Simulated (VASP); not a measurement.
# NaI (I4/mmm) in VASP: notebook

NaI is run at these levels: r2SCAN; tasks: single point.

Everything below comes from runs of VASP 6.6.1. Logs are shortened: lines on timing, memory, paths and dates and some standing lists are left out, and cuts for length are marked.

## Step 1: The cell of the first run

Symmetry: I4/mmm, No. 139, tetragonal system. Conventional cell: a = 4.440 Å, b = 4.440 Å, c = 6.667 Å, α = 90.00°, β = 90.00°, γ = 90.00°. Na (site symmetry 4/mmm) has 6 I at 3.14 to 3.33 Å within 4.1 Å. I (site symmetry 4/mmm) has 6 Na at 3.14 to 3.33 Å within 4.1 Å.

## Step 2: Single point, r2SCAN (strain -0.030 along x and y, +0.030 along z)

POSCAR

```
NaI
1.0
    0.0000000000      3.1393080000      3.3334920000
    3.1393080000      0.0000000000      3.3334920000
    3.1393080000      3.1393080000      0.0000000000
Na I
1 1
Direct
    0.0000000000      0.0000000000      0.0000000000
    0.5000000000      0.5000000000      0.5000000000
```

INCAR.step1

```
PREC = Accurate ; ENCUT = 520
ISMEAR = 0 ; SIGMA = 0.05
LREAL = False ; LASPH = True
NELM = 80 ; NBANDS = 14
GGA = PE ; ALGO = Normal
EDIFF = 1E-4 ; LWAVE = True
LCHARG = False
```

INCAR.step2

```
PREC = Accurate ; ENCUT = 520
EDIFF = 1E-6 ; ISMEAR = 0
SIGMA = 0.05 ; LREAL = False
LASPH = True ; NELM = 80
ALGO = Normal ; ISIF = 2
LWAVE = False ; LCHARG = False
METAGGA = R2SCAN ; LMIXTAU = True
NBANDS = 14 ; ISTART = 1
```

KPOINTS

```
Automatic mesh
0
Gamma
  6 6 6
```

Potentials or basis: VASP PAW PBE potentials, release 64 (Na_pv, I).

The run is started by

```sh
cat potpaw_PBE.64/Na_pv/POTCAR potpaw_PBE.64/I/POTCAR > POTCAR
cp INCAR.step1 INCAR
mpirun -np 1 vasp_std > vasp.out
cp INCAR.step2 INCAR
mpirun -np 1 vasp_std > vasp.out
```

OUTCAR:

```text
PREC = Accurate
   ENCUT = 520
   EDIFF = 1E-6
   ISMEAR = 0
   LREAL = False
   LASPH = True
   NELM = 80
   ISIF = 2
   METAGGA = R2SCAN
   ISTART = 1

 ion  position               nearest neighbor table
   1  0.000  0.000  0.000-   2 3.14   2 3.14   2 3.14   2 3.14
   2  0.500  0.500  0.500-   1 3.14   1 3.14   1 3.14   1 3.14

  LATTYP: Found a body centered tetragonal cell.
 ALAT       =     4.4396519501
 C/A-ratio  =     1.5016906899

  Lattice vectors:

 A1 = (  -3.1393080000,   0.0000000000,   3.3334920000)
 A2 = (   3.1393080000,   0.0000000000,   3.3334920000)
 A3 = (   0.0000000000,   3.1393080000,  -3.3334920000)

Analysis of symmetry for initial positions (statically):
=====================================================================
 Subroutine PRICEL returns:
 Original cell was already a primitive cell.

 Routine SETGRP: Setting up the symmetry group for a
 body centered tetragonal supercell.

 Subroutine GETGRP returns: Found 16 space group operations
 (whereof 16 operations were pure point group operations)
 out of a pool of 16 trial point group operations.

The static configuration has the point symmetry D_4h.

Analysis of symmetry for dynamics (positions and initial velocities):
=====================================================================
 Subroutine PRICEL returns:
 Original cell was already a primitive cell.

 Routine SETGRP: Setting up the symmetry group for a
 body centered tetragonal supercell.

 Subroutine GETGRP returns: Found 16 space group operations
 (whereof 16 operations were pure point group operations)
 out of a pool of 16 trial point group operations.

The dynamic configuration has the point symmetry D_4h.

 Subroutine INISYM returns: Found 16 space group operations
 (whereof 16 operations are pure point group operations),
 and found     1 'primitive' translations

----------------------------------------------------------------------------------------

                                     Primitive cell

  volume of cell :      65.7048

  direct lattice vectors                    reciprocal lattice vectors
     0.000000000  3.139308000  3.333492000    -0.159270769  0.159270769  0.149992860
     3.139308000  0.000000000  3.333492000     0.159270769 -0.159270769  0.149992860
     3.139308000  3.139308000  0.000000000     0.159270769  0.159270769 -0.149992860

  length of vectors
     4.579019942  4.579019942  4.439651950     0.270614512  0.270614512  0.270614512

  position of ions in fractional coordinates (direct lattice)
     0.000000000  0.000000000  0.000000000
     0.500000000  0.500000000  0.500000000

  ion indices of the primitive-cell ions
   primitive index   ion index
                 1           1
                 2           2

----------------------------------------------------------------------------------------

 KPOINTS: Automatic mesh

Automatic generation of k-mesh.
 Grid dimensions read from file:
 generate k-points for:    6    6    6

 Generating k-lattice:

  Cartesian coordinates                     Fractional coordinates (reciprocal lattice)
    -0.026545128  0.026545128  0.024998810     0.166666667  0.000000000  0.000000000
     0.026545128 -0.026545128  0.024998810     0.000000000  0.166666667  0.000000000
     0.026545128  0.026545128 -0.024998810     0.000000000  0.000000000  0.166666667

  Length of vectors
     0.045102419  0.045102419  0.045102419

  Shift w.r.t. Gamma in fractional coordinates (k-lattice)
     0.000000000  0.000000000  0.000000000

 Subroutine IBZKPT returns following result:
 ===========================================

 Found     30 irreducible k-points:

 Following reciprocal coordinates:
            Coordinates               Weight
  0.000000  0.000000  0.000000      1.000000
  0.166667  0.000000  0.000000      8.000000
  0.333333  0.000000  0.000000      8.000000
  0.500000  0.000000  0.000000      4.000000
  0.166667  0.166667  0.000000      2.000000
  0.333333  0.166667  0.000000      8.000000
[... 16 lines left out ...]
  0.333333  0.000000  0.333333      4.000000
  0.500000  0.000000  0.333333     16.000000
 [... further k-points ...]
   k-points           NKPTS =     30   k-points in BZ     NKDIM =     30   number of bands    NBANDS=     14
   number of dos      NEDOS =    301   number of ions     NIONS =      2
   total plane-waves  NPLWV =  46656
   dimension x,y,z NGX =    36 NGY =   36 NGZ =   36
   dimension x,y,z NGXF=    72 NGYF=   72 NGZF=   72
   ions per type =               1   1
   NGX,Y,Z   is equivalent  to a cutoff of  13.07, 13.07, 13.48 a.u.
   NGXF,Y,Z  is equivalent  to a cutoff of  26.14, 26.14, 26.96 a.u.
 SYSTEM =  unknown system
   PREC   = accura    normal or accurate (medium, high low for compatibility)
   ISTART =      1    job   : 0-new  1-cont  2-samecut
   ICHARG =      0    charge: 1-file 2-atom 10-const
   ISPIN  =      1    spin polarized calculation?
   LNONCOLLINEAR =      F non collinear calculations
   LSORBIT =      F    spin-orbit coupling
   LASPH  =      T    aspherical Exc in radial PAW
   ENCUT  =  520.0 eV  38.22 Ry    6.18 a.u.   8.51  8.51  8.25*2*pi/ulx,y,z
   NELM   =     80;   NELMIN=  2; NELMDL=  0     # of ELM steps
   EDIFF  = 0.1E-05   stopping-criterion for ELM
   LREAL  =      F    real-space projection
   EDIFFG = 0.1E-04   stopping-criterion for IOM
   NSW    =      0    number of steps for IOM
   IBRION =     -1    ionic relax: 0-MD 1-quasi-New 2-CG
   NFREE  =      0    steps in history (QN), initial steepest desc. (CG)
   ISIF   =      2    stress and relaxation
   ISYM   =      2    0-nonsym 1-usesym 2-fastsym
   POTIM  = 0.5000    time-step for ionic-motion
   TEBEG  =    0.0;   TEEND  =   0.0 temperature during run
   PSTRESS=    0.0 pullay stress
   NELECT =      14.0000    total number of electrons
   NUPDOWN=      -1.0000    fix difference up-down
   EMIN   =  10.00;   EMAX   =-10.00  energy-range for DOS
   EFERMI =   0.00;   METHOD = LEGACY
   ISMEAR =     0;   SIGMA  =   0.05  broadening in eV -4-tet -1-fermi 0-gaus
   EFERMI_NEDOS =   21; number of points for ismear=-14 and -15
   IALGO  =     38    algorithm
   IMIX   =      4    mixing-type and parameters
     AMIX     =   0.40;   BMIX     =  1.00
     AMIX_MAG =   1.60;   BMIX_MAG =  1.00
  volume/ion in A,a.u.               =      32.85       221.70
  Fermi-wavevector in a.u.,A,eV,Ry     =   0.977804  1.847781 13.008536  0.956100
  Thomas-Fermi vector in A             =   2.108530
   LORBIT       =      0    0 simple, 1 ext, 2 COOP (PROOUT), +10 PAW based schemes
   METAGGA = R2SCAN    functional components
   LHFCALC =     F    Hartree Fock is set to
   AEXX    =    0.0000 exact exchange contribution
   IVDW    =     0    specifies the selected vdW correction
   LEPSILON=     F    determine dielectric tensor
   LRPA    =     F    only Hartree local field effects (RPA)
 non-spin polarized calculation
 Gauss-broadening in eV      SIGMA  =   0.05
  energy-cutoff  :      520.00
  volume of cell :       65.70
 maximum number of plane-waves:      1793
 NGX is ok and might be reduce to    36
   NGX = 17   NGY = 17   NGZ = 17

 number of electron      14.0000003 magnetization

 Free energy of the ion-electron system (eV)
  ---------------------------------------------------
  ext. energy  EPLUGINS =         0.00000000
  ---------------------------------------------------
  free energy    TOTEN  =       -31.06985002 eV

  energy without entropy =      -31.06985002  energy(sigma->0) =      -31.06985002

 E-fermi :   1.0309     XC(G=0):  -8.1992

 val. band max:        0.7320501412   @ k =   0.0000   0.0000   0.0000
 cond. band min:       5.2411110212   @ k =   0.0000   0.0000   0.0000
 fundamental gap:      4.5090608800
 Fermi energy:         1.0308926983

 k-point     1 :       0.0000    0.0000    0.0000
  band No.  band energies     occupation
      1     -22.5167      2.00000
      2     -22.5121      2.00000
      3     -22.5119      2.00000
      4     -10.7341      2.00000
      5       0.6821      2.00000
      6       0.6821      2.00000
      7       0.7321      2.00000
      8       5.2411      0.00000
      9       8.9226      0.00000
     10       9.3257      0.00000
     11       9.3257      0.00000
     12      10.7252      0.00000
     13      11.4218      0.00000
     14      11.8724      0.00000

 k-point     2 :       0.1667    0.0000    0.0000
  band No.  band energies     occupation
      1     -22.5173      2.00000
      2     -22.5130      2.00000
      3     -22.5121      2.00000
      4     -10.6479      2.00000
      5      -0.0507      2.00000
      6       0.6113      2.00000
      7       0.6182      2.00000
      8       6.0328      0.00000
      9       8.7346      0.00000
     10       9.2242      0.00000
     11       9.5988      0.00000
     12      10.4412      0.00000
     13      10.8429      0.00000
     14      12.5363      0.00000

 k-point     3 :       0.3333    0.0000    0.0000
  band No.  band energies     occupation
      1     -22.5190      2.00000
      2     -22.5148      2.00000
      3     -22.5120      2.00000
      4     -10.4643      2.00000
      5      -1.1483      2.00000
      6       0.4135      2.00000
      7       0.4976      2.00000
      8       6.4871      0.00000
      9       8.8151      0.00000
     10       9.3165      0.00000
     11       9.6648      0.00000
     12      11.6812      0.00000
     13      11.7085      0.00000
     14      11.9272      0.00000
[... 324 lines left out ...]
 k-point    23 :       0.3333    0.0000    0.3333
  band No.  band energies     occupation
      1     -22.5179      2.00000
      2     -22.5157      2.00000
      3     -22.5139      2.00000
      4     -10.3729      2.00000
      5      -1.0038      2.00000
      6      -0.0711      2.00000
      7       0.1407      2.00000
      8       6.5786      0.00000
      9       7.0269      0.00000
     10       9.9482      0.00000
     11      11.1635      0.00000
     12      11.7593      0.00000
     13      12.2045      0.00000
     14      15.8220      0.00000

 k-point    24 :       0.5000    0.0000    0.3333
  band No.  band energies     occupation
      1     -22.5185      2.00000
      2     -22.5161      2.00000
      3     -22.5144      2.00000
      4     -10.2821      2.00000
      5      -1.2007      2.00000
      6      -0.3705      2.00000
      7      -0.0092      2.00000
      8       6.4533      0.00000
      9       7.3204      0.00000
     10      10.1564      0.00000
     11      11.0261      0.00000
     12      12.6629      0.00000
     13      13.7755      0.00000
     14      14.8217      0.00000

 [... further k-points ...]

------------------------ aborting loop because EDIFF is reached ----------------------------------------

  FORCE on cell =-STRESS in cart. coord.  units (eV):
  Direction    XX          YY          ZZ          XY          YZ          ZX
  --------------------------------------------------------------------------------------
  -------------------------------------------------------------------------------------
  Total        0.4509734      0.4509734     -0.2774768      0.0000000      0.0000000     -0.0000000
  in kB       10.9967462     10.9967462     -6.7661243      0.0000000      0.0000000     -0.0000000
  external PRESSURE =       5.0757893 kB  Pullay stress =       0.0000000 kB

 VOLUME and BASIS-vectors are now :
 -----------------------------------------------------------------------------
  energy-cutoff  :      520.00
  volume of cell :       65.70
      direct lattice vectors                 reciprocal lattice vectors
     0.000000000  3.139308000  3.333492000    -0.159270769  0.159270769  0.149992860
     3.139308000  0.000000000  3.333492000     0.159270769 -0.159270769  0.149992860
     3.139308000  3.139308000  0.000000000     0.159270769  0.159270769 -0.149992860

 POSITION                                       TOTAL-FORCE (eV/Angst)
 -----------------------------------------------------------------------------------
      0.00000      0.00000      0.00000         0.000000      0.000000     -0.000000
      3.13931      3.13931      3.33349        -0.000000     -0.000000      0.000000
 -----------------------------------------------------------------------------------
    total drift:                                0.000000      0.000000      0.000000

  FREE ENERGIE OF THE ION-ELECTRON SYSTEM (eV)
  ---------------------------------------------------
  free  energy   TOTEN  =       -31.0698500154 eV

  energy  without entropy=      -31.0698500154  energy(sigma->0) =      -31.06985002
```

Wall time 43 s (1 thread of Intel Xeon 6975P-C (Granite Rapids), shared host); peak memory 0.22 GiB.

What came out:

- Free energy: -31.0699 eV
- Pressure: 0.5 GPa
- Band gap on the k mesh: 4.51 eV

Stress tensor (GPa, compression positive):
```
 1.10  0.00  0.00
 0.00  1.10  0.00
 0.00  0.00 -0.68
```

Levels at points of the mesh, in eV from the valence-band top:
| k point | band 3 | band 4 | band 5 | band 6 | band 7 | band 8 | band 9 | band 10 | band 11 | band 12 |
| --- | --- | --- | --- | --- | --- | --- | --- | --- | --- | --- |
| (0.00, 0.00, 0.00) | -23.24 | -11.47 | -0.05 | -0.05 | 0.00 | 4.51 | 8.19 | 8.59 | 8.59 | 9.99 |
| (0.50, 0.00, 0.00) | -23.24 | -11.10 | -2.34 | -0.41 | -0.29 | 5.66 | 7.87 | 8.32 | 9.99 | 11.12 |
| (0.50, 0.50, 0.00) | -23.25 | -11.06 | -2.08 | -0.73 | -0.73 | 5.31 | 6.05 | 10.62 | 12.24 | 12.64 |
| (0.50, 0.00, 0.50) | -23.25 | -10.98 | -2.07 | -1.01 | -0.76 | 5.20 | 5.90 | 11.03 | 11.86 | 12.17 |

Caveat: the cell differs from its parent crystal (strain -0.030 along x and y, +0.030 along z); the PAW data sets were made with another functional, which shifts forces and pressure a little; spin-orbit coupling is left out, which moves the levels of the heavy elements.

## Step 3: Single point, r2SCAN (strain +0.030 along x and y, -0.015 along z)

POSCAR

```
NaI
1.0
    0.0000000000      3.3334920000      3.1878540000
    3.3334920000      0.0000000000      3.1878540000
    3.3334920000      3.3334920000      0.0000000000
Na I
1 1
Direct
    0.0000000000      0.0000000000      0.0000000000
    0.5000000000      0.5000000000      0.5000000000
```

INCAR.step1

```
SYSTEM = NaI
PREC = Accurate
ENCUT = 520
ISMEAR = 0
SIGMA = 0.05
LREAL = .False.
LASPH = .True.
NELM = 80
NBANDS = 14
GGA = PE
ALGO = Normal
EDIFF = 1E-4
LWAVE = .True.
LCHARG = .False.
```

INCAR.step2

```
SYSTEM = NaI
PREC = Accurate
ENCUT = 520
EDIFF = 1E-6
ISMEAR = 0
SIGMA = 0.05
LREAL = .False.
LASPH = .True.
NELM = 80
ALGO = Normal
ISIF = 2
LWAVE = .False.
LCHARG = .False.
METAGGA = R2SCAN
LMIXTAU = .True.
NBANDS = 14
ISTART = 1
```

KPOINTS

```
regular mesh
0
Gamma
  6 6 6
  0 0 0
```

Potentials or basis: VASP PAW PBE potentials, release 64 (Na_pv, I).

The run is started by

```sh
cat potpaw_PBE.64/Na_pv/POTCAR potpaw_PBE.64/I/POTCAR > POTCAR
cp INCAR.step1 INCAR
mpirun -np 1 vasp_std > vasp.out
cp INCAR.step2 INCAR
mpirun -np 1 vasp_std > vasp.out
```

OUTCAR:

```text
SYSTEM = NaI
   PREC = Accurate
   ENCUT = 520
   EDIFF = 1E-6
   ISMEAR = 0
   LREAL = .False.
   LASPH = .True.
   NELM = 80
   ISIF = 2
   METAGGA = R2SCAN
   ISTART = 1

 ion  position               nearest neighbor table
   1  0.000  0.000  0.000-
   2  0.500  0.500  0.500-

  LATTYP: Found a body centered tetragonal cell.
 ALAT       =     4.7142695965
 C/A-ratio  =     1.3524275329

  Lattice vectors:

 A1 = (   0.0000000000,  -3.3334920000,  -3.1878540000)
 A2 = (   0.0000000000,   3.3334920000,  -3.1878540000)
 A3 = (   3.3334920000,   0.0000000000,   3.1878540000)

Analysis of symmetry for initial positions (statically):
=====================================================================
 Subroutine PRICEL returns:
 Original cell was already a primitive cell.

 Routine SETGRP: Setting up the symmetry group for a
 body centered tetragonal supercell.

 Subroutine GETGRP returns: Found 16 space group operations
 (whereof 16 operations were pure point group operations)
 out of a pool of 16 trial point group operations.

[... 175 lines left out ...]
      4     -11.0549      2.00000
      5       0.1389      2.00000
      6       0.2006      2.00000
      7       0.2006      2.00000
      8       4.4929      0.00000
      9       8.5696      0.00000
     10       8.5696      0.00000
     11       8.8498      0.00000
     12      10.2024      0.00000
     13      10.6607      0.00000
     14      11.2547      0.00000
[... 377 lines left out ...]
      1     -23.1212      2.00000
      2     -23.1196      2.00000
      3     -23.1152      2.00000
      4     -10.7172      2.00000
      5      -1.4754      2.00000
      6      -0.7236      2.00000
      7      -0.3775      2.00000
      8       5.9180      0.00000
      9       6.9381      0.00000
     10       9.2292      0.00000
     11      10.3410      0.00000
     12      11.6918      0.00000
     13      13.1000      0.00000
     14      14.0089      0.00000

 [... further k-points ...]

------------------------ aborting loop because EDIFF is reached ----------------------------------------

  FORCE on cell =-STRESS in cart. coord.  units (eV):
  Direction    XX          YY          ZZ          XY          YZ          ZX
  --------------------------------------------------------------------------------------
  -------------------------------------------------------------------------------------
  Total       -0.4867665     -0.4867665     -0.0196344      0.0000000      0.0000000      0.0000000
  in kB      -11.0078893    -11.0078893     -0.4440182      0.0000000      0.0000000      0.0000000
  external PRESSURE =      -7.4865989 kB  Pullay stress =       0.0000000 kB

 VOLUME and BASIS-vectors are now :
 -----------------------------------------------------------------------------
  energy-cutoff  :      520.00
  volume of cell :       70.85
      direct lattice vectors                 reciprocal lattice vectors
     0.000000000  3.333492000  3.187854000    -0.149992860  0.149992860  0.156845326
     3.333492000  0.000000000  3.187854000     0.149992860 -0.149992860  0.156845326
     3.333492000  3.333492000  0.000000000     0.149992860  0.149992860 -0.156845326

 POSITION                                       TOTAL-FORCE (eV/Angst)
 -----------------------------------------------------------------------------------
      0.00000      0.00000      0.00000        -0.000000     -0.000000      0.000000
      3.33349      3.33349      3.18785         0.000000      0.000000      0.000000
 -----------------------------------------------------------------------------------
    total drift:                                0.000000      0.000000      0.000000

  FREE ENERGIE OF THE ION-ELECTRON SYSTEM (eV)
  ---------------------------------------------------
  free  energy   TOTEN  =       -31.0686542644 eV

  energy  without entropy=      -31.0686542644  energy(sigma->0) =      -31.06865426
```

Run time: 47 s. Hardware: 1 thread of Intel Xeon 6975P-C (Granite Rapids), shared host; peak memory 0.22 GiB.

What came out:

```
Free energy            : -31.0687 eV
Pressure               : -0.7 GPa
Band gap on the k mesh : 4.29 eV
```

Stress tensor (GPa, compression positive):
```
-1.10  0.00  0.00
 0.00 -1.10  0.00
 0.00  0.00 -0.04
```

Caveat: the cell differs from its parent crystal (strain +0.030 along x and y, -0.015 along z); the PAW data sets were made with another functional, which shifts forces and pressure a little; spin-orbit coupling is left out, which moves the levels of the heavy elements.
